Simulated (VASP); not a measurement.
# Be2S (P4bm) in VASP: relaxation of cell and atoms with PBE

Aim: the relaxation of cell and atoms of Be2S with PBE.

Everything below comes from runs of VASP 6.6.1. Logs are shortened: lines on timing, memory, paths and dates and some standing lists are left out, and cuts for length are marked.

## 1. The cell of the first run

The structure is tetragonal, space group P4bm (No. 100). Conventional cell: a = 4.535 Å, b = 4.535 Å, c = 5.396 Å, α = 90.00°, β = 90.00°, γ = 90.00°. Within 2.7 Å of Be (site symmetry m) lie 2 S at 2.06 Å and 5 Be at 2.33 to 2.43 Å. S (site symmetry 4) has 4 Be at 2.06 Å within 2.7 Å.

The cell was generated, and may not be a known phase.

## 2. Relaxation of cell and atoms, PBE

The input, INCAR:

```
ALGO = Normal
EDIFF = 1E-7
EDIFFG = -0.01
ENCUT = 600
GGA = PE
GGA_COMPAT = False
IBRION = 2
ISIF = 3
ISMEAR = 0
LASPH = True
LCHARG = False
LREAL = False
LWAVE = False
NELM = 120
NELMIN = 4
NSW = 100
PREC = Accurate
SIGMA = 0.02
```

The input, KPOINTS:

```
k-points
0
Gamma
  6 6 6
```

The input, POSCAR:

```
Be2S
1.0
    4.5347699246      0.0000000000      0.0000000000
    0.0000000000      4.5347699246      0.0000000000
    0.0000000000      0.0000000000      5.3958086280
Be S
4 2
Direct
    0.6897761659      0.1897761659      0.7143502510
    0.3102238341      0.8102238341      0.7143502510
    0.8102238341      0.6897761659      0.7143502510
    0.1897761659      0.3102238341      0.7143502510
    0.0000000000      0.0000000000      0.9445046234
    0.5000000000      0.5000000000      0.9445046234
```

Potentials or basis: VASP PAW PBE potentials, release 64 (Be, S).

The run is started by

```bash
cat potpaw_PBE.64/Be/POTCAR potpaw_PBE.64/S/POTCAR > POTCAR
mpirun -np 1 vasp_std > vasp.out
```

OUTCAR:

```text
EDIFF = 1E-7
   EDIFFG = -0.01
   ENCUT = 600
   GGA = PE
   IBRION = 2
   ISIF = 3
   ISMEAR = 0
   LASPH = True
   LREAL = False
   NELM = 120
   NELMIN = 4
   NSW = 100
   PREC = Accurate

 ion  position               nearest neighbor table
   1  0.690  0.190  0.714-   5 2.06   6 2.06   3 2.33   4 2.33   3 2.33   4 2.33
   2  0.310  0.810  0.714-   5 2.06   6 2.06   3 2.33   4 2.33   4 2.33   3 2.33
   3  0.810  0.690  0.714-   5 2.06   6 2.06   1 2.33   2 2.33   1 2.33   2 2.33
   4  0.190  0.310  0.714-   5 2.06   6 2.06   1 2.33   2 2.33   2 2.33   1 2.33
   5  0.000  0.000  0.945-   1 2.06   2 2.06   3 2.06   4 2.06
   6  0.500  0.500  0.945-   1 2.06   2 2.06   3 2.06   4 2.06

  LATTYP: Found a simple tetragonal cell.
 ALAT       =     4.5347699246
 C/A-ratio  =     1.1898748377

  Lattice vectors:

 A1 = (   4.5347699246,   0.0000000000,   0.0000000000)
 A2 = (   0.0000000000,   4.5347699246,   0.0000000000)
 A3 = (   0.0000000000,   0.0000000000,   5.3958086280)

Analysis of symmetry for initial positions (statically):
=====================================================================
 Subroutine PRICEL returns:
 Original cell was already a primitive cell.

 Routine SETGRP: Setting up the symmetry group for a
 simple tetragonal supercell.

 Subroutine GETGRP returns: Found  8 space group operations
 (whereof  4 operations were pure point group operations)
 out of a pool of 16 trial point group operations.

The static configuration has the point symmetry     .
 The point group associated with its full space group is C_4v.

Analysis of symmetry for dynamics (positions and initial velocities):
=====================================================================
 Subroutine PRICEL returns:
 Original cell was already a primitive cell.

 Routine SETGRP: Setting up the symmetry group for a
 simple tetragonal supercell.

 Subroutine GETGRP returns: Found  8 space group operations
 (whereof  4 operations were pure point group operations)
 out of a pool of 16 trial point group operations.

The dynamic configuration has the point symmetry C_4v.
 The point group associated with its full space group is C_4v.

 Subroutine INISYM returns: Found  8 space group operations
 (whereof  4 operations are pure point group operations),
 and found     1 'primitive' translations

----------------------------------------------------------------------------------------

                                     Primitive cell

  volume of cell :     110.9602

  direct lattice vectors                    reciprocal lattice vectors
     4.534769925  0.000000000  0.000000000     0.220518354  0.000000000  0.000000000
     0.000000000  4.534769925  0.000000000     0.000000000  0.220518354  0.000000000
     0.000000000  0.000000000  5.395808628     0.000000000  0.000000000  0.185329034

  length of vectors
     4.534769925  4.534769925  5.395808628     0.220518354  0.220518354  0.185329034

  position of ions in fractional coordinates (direct lattice)
     0.689776166  0.189776166  0.714350251
     0.310223834  0.810223834  0.714350251
     0.810223834  0.689776166  0.714350251
     0.189776166  0.310223834  0.714350251
     0.000000000  0.000000000  0.944504623
     0.500000000  0.500000000  0.944504623

  ion indices of the primitive-cell ions
   primitive index   ion index
                 1           1
                 2           2
                 3           3
                 4           4
                 5           5
                 6           6

----------------------------------------------------------------------------------------

 KPOINTS: k-points

Automatic generation of k-mesh.
 Grid dimensions read from file:
 generate k-points for:    6    6    6

 Generating k-lattice:

  Cartesian coordinates                     Fractional coordinates (reciprocal lattice)
     0.036753059  0.000000000  0.000000000     0.166666667  0.000000000  0.000000000
     0.000000000  0.036753059  0.000000000     0.000000000  0.166666667  0.000000000
     0.000000000  0.000000000  0.030888172     0.000000000  0.000000000  0.166666667

  Length of vectors
     0.036753059  0.036753059  0.030888172

  Shift w.r.t. Gamma in fractional coordinates (k-lattice)
     0.000000000  0.000000000  0.000000000

 Subroutine IBZKPT returns following result:
 ===========================================

 Found     40 irreducible k-points:

 Following reciprocal coordinates:
            Coordinates               Weight
  0.000000  0.000000  0.000000      1.000000
  0.166667  0.000000  0.000000      4.000000
  0.333333  0.000000  0.000000      4.000000
  0.500000  0.000000  0.000000      2.000000
  0.166667  0.166667  0.000000      4.000000
  0.333333  0.166667  0.000000      8.000000
[... 16 lines left out ...]
  0.333333  0.000000  0.333333      8.000000
  0.500000  0.000000  0.333333      4.000000
 [... further k-points ...]
   k-points           NKPTS =     40   k-points in BZ     NKDIM =     40   number of bands    NBANDS=     14
   number of dos      NEDOS =    301   number of ions     NIONS =      6
   total plane-waves  NPLWV =  62208
   dimension x,y,z NGX =    36 NGY =   36 NGZ =   48
   dimension x,y,z NGXF=    72 NGYF=   72 NGZF=   96
   ions per type =               4   2
   NGX,Y,Z   is equivalent  to a cutoff of  13.20, 13.20, 14.79 a.u.
   NGXF,Y,Z  is equivalent  to a cutoff of  26.40, 26.40, 29.58 a.u.
 SYSTEM =  unknown system
   PREC   = accura    normal or accurate (medium, high low for compatibility)
   ISTART =      0    job   : 0-new  1-cont  2-samecut
   ICHARG =      2    charge: 1-file 2-atom 10-const
   ISPIN  =      1    spin polarized calculation?
   LNONCOLLINEAR =      F non collinear calculations
   LSORBIT =      F    spin-orbit coupling
   LASPH  =      T    aspherical Exc in radial PAW
   ENCUT  =  600.0 eV  44.10 Ry    6.64 a.u.   9.06  9.06 10.78*2*pi/ulx,y,z
   NELM   =    120;   NELMIN=  4; NELMDL= -5     # of ELM steps
   EDIFF  = 0.1E-06   stopping-criterion for ELM
   LREAL  =      F    real-space projection
   EDIFFG = -.1E-01   stopping-criterion for IOM
   NSW    =    100    number of steps for IOM
   IBRION =      2    ionic relax: 0-MD 1-quasi-New 2-CG
   NFREE  =      1    steps in history (QN), initial steepest desc. (CG)
   ISIF   =      3    stress and relaxation
   ISYM   =      2    0-nonsym 1-usesym 2-fastsym
   POTIM  = 0.5000    time-step for ionic-motion
   TEBEG  =    0.0;   TEEND  =   0.0 temperature during run
   PSTRESS=    0.0 pullay stress
   NELECT =      20.0000    total number of electrons
   NUPDOWN=      -1.0000    fix difference up-down
   EMIN   =  10.00;   EMAX   =-10.00  energy-range for DOS
   EFERMI =   0.00;   METHOD = LEGACY
   ISMEAR =     0;   SIGMA  =   0.02  broadening in eV -4-tet -1-fermi 0-gaus
   EFERMI_NEDOS =   21; number of points for ismear=-14 and -15
   IALGO  =     38    algorithm
   IMIX   =      4    mixing-type and parameters
     AMIX     =   0.40;   BMIX     =  1.00
     AMIX_MAG =   1.60;   BMIX_MAG =  1.00
  volume/ion in A,a.u.               =      18.49       124.80
  Fermi-wavevector in a.u.,A,eV,Ry     =   0.924760  1.747543 11.635450  0.855181
  Thomas-Fermi vector in A             =   2.050541
   LORBIT       =      0    0 simple, 1 ext, 2 COOP (PROOUT), +10 PAW based schemes
   GGA     = PE    functional components
   LHFCALC =     F    Hartree Fock is set to
   AEXX    =    0.0000 exact exchange contribution
   IVDW    =     0    specifies the selected vdW correction
   LEPSILON=     F    determine dielectric tensor
   LRPA    =     F    only Hartree local field effects (RPA)
 conjugate gradient relaxation of ions
 non-spin polarized calculation
 Gauss-broadening in eV      SIGMA  =   0.02
  energy-cutoff  :      600.00
  volume of cell :      110.96
 maximum number of plane-waves:      3736
   NGX = 19   NGY = 19   NGZ = 21

--------------------------------------- Ionic step        1  -------------------------------------------

 number of electron      19.9999999 magnetization

 Free energy of the ion-electron system (eV)
  ---------------------------------------------------
  ext. energy  EPLUGINS =         0.00000000
  ---------------------------------------------------
  free energy    TOTEN  =       -23.44705913 eV

  energy without entropy =      -23.44705913  energy(sigma->0) =      -23.44705913

------------------------ aborting loop because EDIFF is reached ----------------------------------------

  FORCE on cell =-STRESS in cart. coord.  units (eV):
  Direction    XX          YY          ZZ          XY          YZ          ZX
  --------------------------------------------------------------------------------------
  -------------------------------------------------------------------------------------
  Total        0.2397780      0.2397780      0.0277651      0.0000000      0.0000000      0.0000000
  in kB        3.4622057      3.4622057      0.4009061      0.0000000      0.0000000      0.0000000
  external PRESSURE =       2.4417725 kB  Pullay stress =       0.0000000 kB
[... 105 lines left out ...]
  energy  without entropy=      -23.4475548555  energy(sigma->0) =      -23.44755486

--------------------------------------- Ionic step        4  -------------------------------------------

 number of electron      19.9999999 magnetization

 Free energy of the ion-electron system (eV)
  ---------------------------------------------------
  ext. energy  EPLUGINS =         0.00000000
  ---------------------------------------------------
  free energy    TOTEN  =       -23.44763025 eV

  energy without entropy =      -23.44763025  energy(sigma->0) =      -23.44763025

 E-fermi :   1.8233     XC(G=0):  -7.9073

 val. band max:        1.7128771051   @ k =   0.3333   0.0000   0.5000
 cond. band min:       3.2475111166   @ k =   0.5000   0.5000   0.0000
 fundamental gap:      1.5346340116
 Fermi energy:         1.8233113932

 k-point     1 :       0.0000    0.0000    0.0000
  band No.  band energies     occupation
      1     -12.5975      2.00000
      2     -10.7890      2.00000
      3      -3.6818      2.00000
      4      -3.6818      2.00000
      5      -3.3964      2.00000
      6      -1.6563      2.00000
      7      -0.5994      2.00000
      8      -0.5994      2.00000
      9      -0.4051      2.00000
     10       0.2068      2.00000
     11       4.6480      0.00000
     12       4.6480      0.00000
     13       4.8173      0.00000
     14       5.6745      0.00000
[... 375 lines left out ...]
 k-point    24 :       0.5000    0.0000    0.3333
  band No.  band energies     occupation
      1     -11.7633      2.00000
      2     -11.7633      2.00000
      3      -3.1271      2.00000
      4      -3.1271      2.00000
      5      -2.7897      2.00000
      6      -2.7897      2.00000
      7      -2.3654      2.00000
      8      -2.3654      2.00000
      9       1.5566      2.00000
     10       1.5566      2.00000
     11       4.0856      0.00000
     12       4.0856      0.00000
     13       6.1511      0.00000
     14       6.1511      0.00000

 [... further k-points ...]

------------------------ aborting loop because EDIFF is reached ----------------------------------------

  FORCE on cell =-STRESS in cart. coord.  units (eV):
  Direction    XX          YY          ZZ          XY          YZ          ZX
  --------------------------------------------------------------------------------------
  -------------------------------------------------------------------------------------
  Total       -0.0043192     -0.0043192      0.0489597      0.0000000     -0.0000000      0.0000000
  in kB       -0.0620692     -0.0620692      0.7035750      0.0000000     -0.0000000      0.0000000
  external PRESSURE =       0.1931455 kB  Pullay stress =       0.0000000 kB
[... 21 lines left out ...]
  FREE ENERGIE OF THE ION-ELECTRON SYSTEM (eV)
  ---------------------------------------------------
  free  energy   TOTEN  =       -23.4476302487 eV

  energy  without entropy=      -23.4476302487  energy(sigma->0) =      -23.44763025

 reached required accuracy - stopping structural energy minimisation
```

Run time: 3.4 min. Hardware: 1 thread of Oxide Virtual Turin-like, shared host; peak memory 0.24 GiB.

Results:

```yaml
Free_energy: -23.4476 eV
Relaxed_volume: 18.58 Å³/atom
Relaxed_cell: a = 4.546 Å, b = 4.546 Å, c = 5.395 Å, α = 90.00°, β = 90.00°, γ = 90.00°
Space_group_after_relaxing_to_0.1_Å: P4bm (No. 100)
Energy_gained_by_relaxing: 0.1 meV/atom
Ionic_steps: 4
Pressure_after_relaxing: 0.0 GPa
Largest_force_after_relaxing: 0.004 eV/Å
Band_gap_on_the_k_mesh: 1.53 eV (least direct gap 1.98 eV)
```

Forces in eV/Å, atoms in the order of the input:
```
Be   0.000  0.000 -0.002
Be   0.000  0.000 -0.002
Be   0.000  0.000 -0.002
Be   0.000  0.000 -0.002
S    0.000  0.000  0.004
S    0.000  0.000  0.004
```

Stress tensor (GPa, compression positive):
```
-0.01  0.00  0.00
 0.00 -0.01  0.00
 0.00  0.00  0.07
```

Step by step:
```
step  energy change (eV)  largest force (eV/Å)  pressure (GPa)  volume (Å³)
   1              0.0000                0.0056            0.24       110.96
   2             -0.0005                0.0316           -0.01       111.41
   3             -0.0005                0.0337           -0.03       111.45
   4             -0.0006                0.0039            0.02       111.49
```

Final structure:
```
CELL_PARAMETERS angstrom
4.54575 0.00000 0.00000
0.00000 4.54575 0.00000
0.00000 0.00000 5.39545
ATOMIC_POSITIONS crystal
Be 0.68984 0.18984 0.71454
Be 0.31016 0.81016 0.71454
Be 0.81016 0.68984 0.71454
Be 0.18984 0.31016 0.71454
S 0.00000 0.00000 0.94413
S 0.50000 0.50000 0.94413
```

Levels at points of the mesh, in eV from the valence-band top:
| k point | band 6 | band 7 | band 8 | band 9 | band 10 | band 11 | band 12 | band 13 | band 14 |
| --- | --- | --- | --- | --- | --- | --- | --- | --- | --- |
| (0.00, 0.00, 0.00) | -3.37 | -2.31 | -2.31 | -2.12 | -1.51 | 2.94 | 2.94 | 3.10 | 3.96 |
| (0.50, 0.00, 0.00) | -4.37 | -4.01 | -4.01 | -0.45 | -0.45 | 2.07 | 2.07 | 4.47 | 4.47 |
| (0.50, 0.50, 0.00) | -4.04 | -1.52 | -1.52 | -0.45 | -0.45 | 1.53 | 1.53 | 4.77 | 4.77 |
| (0.00, 0.00, 0.50) | -3.51 | -2.31 | -2.31 | -2.08 | -0.22 | 2.52 | 2.52 | 3.04 | 3.82 |
| (0.50, 0.00, 0.50) | -4.54 | -4.09 | -4.09 | -0.08 | -0.08 | 2.49 | 2.49 | 4.56 | 4.56 |
| (0.50, 0.50, 0.50) | -4.30 | -1.51 | -1.51 | -0.84 | -0.84 | 2.62 | 2.62 | 5.60 | 5.60 |
